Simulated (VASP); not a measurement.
# BaO (b) (Fm-3m) in VASP: single point with PBE

Aim: the single point of BaO (b) with PBE.

Everything below comes from runs of VASP 6.6.1. Logs are shortened: lines on timing, memory, paths and dates and some standing lists are left out, and cuts for length are marked.

## (1) The cell of the first run

The structure is cubic, space group Fm-3m (No. 225). The conventional cell has a = 5.581 Å, b = 5.581 Å, c = 5.581 Å, α = 90.00°, β = 90.00°, γ = 90.00°. Within 3.7 Å of Ba (site symmetry m-3m) lie 6 O at 2.79 Å. O (site symmetry m-3m) has 6 Ba at 2.79 Å within 3.7 Å.

## (2) Single point, PBE

File INCAR:

```
SYSTEM = BaO
PREC = Accurate
ENCUT = 600
EDIFF = 1E-6
ISMEAR = 0
SIGMA = 0.1
LREAL = .FALSE.
LASPH = .TRUE.
NELM = 120
ALGO = Normal
ISIF = 2
LWAVE = .FALSE.
LCHARG = .FALSE.
GGA = PE
NBANDS = 15
GGA_COMPAT = .FALSE.
```

File KPOINTS:

```
regular mesh
0
G
  6 6 6
  0 0 0
```

File POSCAR:

```
BaO
1.0
    0.0000000000      2.7903917100      2.7903917100
    2.7903917100      0.0000000000      2.7903917100
    2.7903917100      2.7903917100      0.0000000000
Ba O
1 1
Direct
    0.0000000000      0.0000000000      0.0000000000
    0.5000000000      0.5000000000      0.5000000000
```

Potentials or basis: VASP PAW PBE potentials, release 64 (Ba_sv, O).

Run with:

```
cat potpaw_PBE.64/Ba_sv/POTCAR potpaw_PBE.64/O/POTCAR > POTCAR
mpirun -np 1 vasp_std > vasp.out
```

OUTCAR:

```text
SYSTEM = BaO
   PREC = Accurate
   ENCUT = 600
   EDIFF = 1E-6
   ISMEAR = 0
   LREAL = .FALSE.
   LASPH = .TRUE.
   NELM = 120
   ISIF = 2
   GGA = PE

 ion  position               nearest neighbor table
   1  0.000  0.000  0.000-   2 2.79   2 2.79   2 2.79   2 2.79   2 2.79   2 2.79
   2  0.500  0.500  0.500-   1 2.79   1 2.79   1 2.79   1 2.79   1 2.79   1 2.79

  LATTYP: Found a face centered cubic cell.
 ALAT       =     5.5807834200

  Lattice vectors:

 A1 = (   0.0000000000,   2.7903917100,   2.7903917100)
 A2 = (   2.7903917100,   0.0000000000,   2.7903917100)
 A3 = (   2.7903917100,   2.7903917100,   0.0000000000)

Analysis of symmetry for initial positions (statically):
=====================================================================
 Subroutine PRICEL returns:
 Original cell was already a primitive cell.

 Routine SETGRP: Setting up the symmetry group for a
 face centered cubic supercell.

 Subroutine GETGRP returns: Found 48 space group operations
 (whereof 48 operations were pure point group operations)
 out of a pool of 48 trial point group operations.

The static configuration has the point symmetry O_h .

Analysis of symmetry for dynamics (positions and initial velocities):
=====================================================================
 Subroutine PRICEL returns:
 Original cell was already a primitive cell.

 Routine SETGRP: Setting up the symmetry group for a
 face centered cubic supercell.

 Subroutine GETGRP returns: Found 48 space group operations
 (whereof 48 operations were pure point group operations)
 out of a pool of 48 trial point group operations.

The dynamic configuration has the point symmetry O_h .

 Subroutine INISYM returns: Found 48 space group operations
 (whereof 48 operations are pure point group operations),
 and found     1 'primitive' translations

----------------------------------------------------------------------------------------

                                     Primitive cell

  volume of cell :      43.4536

  direct lattice vectors                    reciprocal lattice vectors
     0.000000000  2.790391710  2.790391710    -0.179186312  0.179186312  0.179186312
     2.790391710  0.000000000  2.790391710     0.179186312 -0.179186312  0.179186312
     2.790391710  2.790391710  0.000000000     0.179186312  0.179186312 -0.179186312

  length of vectors
     3.946209801  3.946209801  3.946209801     0.310359797  0.310359797  0.310359797

  position of ions in fractional coordinates (direct lattice)
     0.000000000  0.000000000  0.000000000
     0.500000000  0.500000000  0.500000000

  ion indices of the primitive-cell ions
   primitive index   ion index
                 1           1
                 2           2

----------------------------------------------------------------------------------------

 KPOINTS: regular mesh

Automatic generation of k-mesh.
 Grid dimensions read from file:
 generate k-points for:    6    6    6

 Generating k-lattice:

  Cartesian coordinates                     Fractional coordinates (reciprocal lattice)
    -0.029864385  0.029864385  0.029864385     0.166666667  0.000000000  0.000000000
     0.029864385 -0.029864385  0.029864385     0.000000000  0.166666667  0.000000000
     0.029864385  0.029864385 -0.029864385     0.000000000  0.000000000  0.166666667

  Length of vectors
     0.051726633  0.051726633  0.051726633

  Shift w.r.t. Gamma in fractional coordinates (k-lattice)
     0.000000000  0.000000000  0.000000000

 Subroutine IBZKPT returns following result:
 ===========================================

 Found     16 irreducible k-points:

 Following reciprocal coordinates:
            Coordinates               Weight
  0.000000  0.000000  0.000000      1.000000
  0.166667  0.000000  0.000000      8.000000
  0.333333  0.000000  0.000000      8.000000
  0.500000  0.000000  0.000000      4.000000
  0.166667  0.166667  0.000000      6.000000
  0.333333  0.166667  0.000000     24.000000
[... 8 lines left out ...]
 -0.333333  0.333333  0.166667     24.000000
 -0.333333  0.500000  0.166667     12.000000
   k-points           NKPTS =     16   k-points in BZ     NKDIM =     16   number of bands    NBANDS=     15
   number of dos      NEDOS =    301   number of ions     NIONS =      2
   total plane-waves  NPLWV =  32768
   dimension x,y,z NGX =    32 NGY =   32 NGZ =   32
   dimension x,y,z NGXF=    64 NGYF=   64 NGZF=   64
   ions per type =               1   1
   NGX,Y,Z   is equivalent  to a cutoff of  13.48, 13.48, 13.48 a.u.
   NGXF,Y,Z  is equivalent  to a cutoff of  26.96, 26.96, 26.96 a.u.
 SYSTEM =  BaO
   PREC   = accura    normal or accurate (medium, high low for compatibility)
   ISTART =      0    job   : 0-new  1-cont  2-samecut
   ICHARG =      2    charge: 1-file 2-atom 10-const
   ISPIN  =      1    spin polarized calculation?
   LNONCOLLINEAR =      F non collinear calculations
   LSORBIT =      F    spin-orbit coupling
   LASPH  =      T    aspherical Exc in radial PAW
   ENCUT  =  600.0 eV  44.10 Ry    6.64 a.u.   7.88  7.88  7.88*2*pi/ulx,y,z
   NELM   =    120;   NELMIN=  2; NELMDL= -5     # of ELM steps
   EDIFF  = 0.1E-05   stopping-criterion for ELM
   LREAL  =      F    real-space projection
   EDIFFG = 0.1E-04   stopping-criterion for IOM
   NSW    =      0    number of steps for IOM
   IBRION =     -1    ionic relax: 0-MD 1-quasi-New 2-CG
   NFREE  =      0    steps in history (QN), initial steepest desc. (CG)
   ISIF   =      2    stress and relaxation
   ISYM   =      2    0-nonsym 1-usesym 2-fastsym
   POTIM  = 0.5000    time-step for ionic-motion
   TEBEG  =    0.0;   TEEND  =   0.0 temperature during run
   PSTRESS=    0.0 pullay stress
   NELECT =      16.0000    total number of electrons
   NUPDOWN=      -1.0000    fix difference up-down
   EMIN   =  10.00;   EMAX   =-10.00  energy-range for DOS
   EFERMI =   0.00;   METHOD = LEGACY
   ISMEAR =     0;   SIGMA  =   0.10  broadening in eV -4-tet -1-fermi 0-gaus
   EFERMI_NEDOS =   21; number of points for ismear=-14 and -15
   IALGO  =     38    algorithm
   IMIX   =      4    mixing-type and parameters
     AMIX     =   0.40;   BMIX     =  1.00
     AMIX_MAG =   1.60;   BMIX_MAG =  1.00
  volume/ion in A,a.u.               =      21.73       146.62
  Fermi-wavevector in a.u.,A,eV,Ry     =   1.173383  2.217372 18.732866  1.376827
  Thomas-Fermi vector in A             =   2.309797
   LORBIT       =      0    0 simple, 1 ext, 2 COOP (PROOUT), +10 PAW based schemes
   GGA     = PE    functional components
   LHFCALC =     F    Hartree Fock is set to
   AEXX    =    0.0000 exact exchange contribution
   IVDW    =     0    specifies the selected vdW correction
   LEPSILON=     F    determine dielectric tensor
   LRPA    =     F    only Hartree local field effects (RPA)
 non-spin polarized calculation
 Gauss-broadening in eV      SIGMA  =   0.10
  energy-cutoff  :      600.00
  volume of cell :       43.45
 maximum number of plane-waves:      1464
   NGX = 15   NGY = 15   NGZ = 15

 number of electron      16.0000002 magnetization

 Free energy of the ion-electron system (eV)
  ---------------------------------------------------
  ext. energy  EPLUGINS =         0.00000000
  ---------------------------------------------------
  free energy    TOTEN  =       -11.80797577 eV

  energy without entropy =      -11.80797577  energy(sigma->0) =      -11.80797577

 E-fermi :   2.1621     XC(G=0):  -9.5159

 val. band max:        1.7204364167   @ k =   0.5000   0.5000   0.0000
 cond. band min:       3.7698155185   @ k =   0.5000   0.5000   0.0000
 fundamental gap:      2.0493791018
 Fermi energy:         2.1620640260

 k-point     1 :       0.0000    0.0000    0.0000
  band No.  band energies     occupation
      1     -24.1921      2.00000
      2     -13.2295      2.00000
      3      -8.7471      2.00000
      4      -8.7471      2.00000
      5      -8.7471      2.00000
      6       1.4360      2.00000
      7       1.4360      2.00000
      8       1.4360      2.00000
      9       5.1718      0.00000
     10       6.4156      0.00000
     11       6.4156      0.00000
     12       6.4156      0.00000
     13       8.6251      0.00000
     14       8.6251      0.00000
     15      11.6777      0.00000

 k-point     2 :       0.1667    0.0000    0.0000
  band No.  band energies     occupation
      1     -24.1358      2.00000
      2     -13.3969      2.00000
      3      -8.8057      2.00000
      4      -8.7768      2.00000
      5      -8.7768      2.00000
      6       0.9049      2.00000
      7       1.1176      2.00000
      8       1.1176      2.00000
      9       6.0923      0.00000
     10       6.4010      0.00000
     11       6.9076      0.00000
     12       6.9076      0.00000
     13       9.2800      0.00000
     14       9.2800      0.00000
     15      13.2332      0.00000

 k-point     3 :       0.3333    0.0000    0.0000
  band No.  band energies     occupation
      1     -24.0195      2.00000
      2     -13.7328      2.00000
      3      -8.9107      2.00000
      4      -8.8344      2.00000
      5      -8.8344      2.00000
      6       0.1323      2.00000
      7       0.5794      2.00000
      8       0.5794      2.00000
      9       6.3415      0.00000
     10       8.0860      0.00000
     11       8.0860      0.00000
     12       8.4985      0.00000
     13      10.7545      0.00000
     14      10.7545      0.00000
     15      15.3743      0.00000
[... 199 lines left out ...]
 k-point    15 :      -0.3333    0.3333    0.1667
  band No.  band energies     occupation
      1     -23.9093      2.00000
      2     -13.6570      2.00000
      3      -9.5371      2.00000
      4      -9.5313      2.00000
      5      -8.8372      2.00000
      6       0.3842      2.00000
      7       1.1908      2.00000
      8       1.2179      2.00000
      9       6.4595      0.00000
     10       6.7036      0.00000
     11       8.9568      0.00000
     12      10.1650      0.00000
     13      11.4786      0.00000
     14      13.3819      0.00000
     15      14.0451      0.00000

 k-point    16 :      -0.3333    0.5000    0.1667
  band No.  band energies     occupation
      1     -23.8936      2.00000
      2     -13.5195      2.00000
      3      -9.9375      2.00000
      4      -9.5197      2.00000
      5      -8.9373      2.00000
      6       0.7381      2.00000
      7       1.5080      2.00000
      8       1.6106      2.00000
      9       5.0320      0.00000
     10       7.8695      0.00000
     11       8.2876      0.00000
     12      11.1086      0.00000
     13      11.3266      0.00000
     14      13.5974      0.00000
     15      13.8701      0.00000

------------------------ aborting loop because EDIFF is reached ----------------------------------------

  FORCE on cell =-STRESS in cart. coord.  units (eV):
  Direction    XX          YY          ZZ          XY          YZ          ZX
  --------------------------------------------------------------------------------------
  -------------------------------------------------------------------------------------
  Total        0.3334185      0.3334185      0.3334185     -0.0000000      0.0000000     -0.0000000
  in kB       12.2934780     12.2934780     12.2934780     -0.0000000      0.0000000     -0.0000000
  external PRESSURE =      12.2934780 kB  Pullay stress =       0.0000000 kB

 VOLUME and BASIS-vectors are now :
 -----------------------------------------------------------------------------
  energy-cutoff  :      600.00
  volume of cell :       43.45
      direct lattice vectors                 reciprocal lattice vectors
     0.000000000  2.790391710  2.790391710    -0.179186312  0.179186312  0.179186312
     2.790391710  0.000000000  2.790391710     0.179186312 -0.179186312  0.179186312
     2.790391710  2.790391710  0.000000000     0.179186312  0.179186312 -0.179186312

 POSITION                                       TOTAL-FORCE (eV/Angst)
 -----------------------------------------------------------------------------------
      0.00000      0.00000      0.00000        -0.000000     -0.000000     -0.000000
      2.79039      2.79039      2.79039         0.000000      0.000000      0.000000
 -----------------------------------------------------------------------------------
    total drift:                                0.000000     -0.000000      0.000000

  FREE ENERGIE OF THE ION-ELECTRON SYSTEM (eV)
  ---------------------------------------------------
  free  energy   TOTEN  =       -11.8079757720 eV

  energy  without entropy=      -11.8079757720  energy(sigma->0) =      -11.80797577
```

It took 5.3 s on 1 thread of Intel Xeon 6975P-C (Granite Rapids), shared host; peak memory 0.17 GiB.

Results:

* Free energy: -11.8080 eV
* Pressure: 1.2 GPa
* Band gap on the k mesh: 2.05 eV, direct

Levels at points of the mesh, in eV from the valence-band top:
```
           k point  band 6  band 7  band 8  band 9  band 10  band 11
(0.00, 0.00, 0.00)   -0.28   -0.28   -0.28    3.45     4.70     4.70
(0.50, 0.00, 0.00)   -1.91   -1.38   -1.38    4.90     7.09     7.09
(0.50, 0.50, 0.00)   -0.12   -0.12    0.00    2.05     5.88     8.79
```

Caveat: spin-orbit coupling is left out, which moves the levels of the heavy elements.
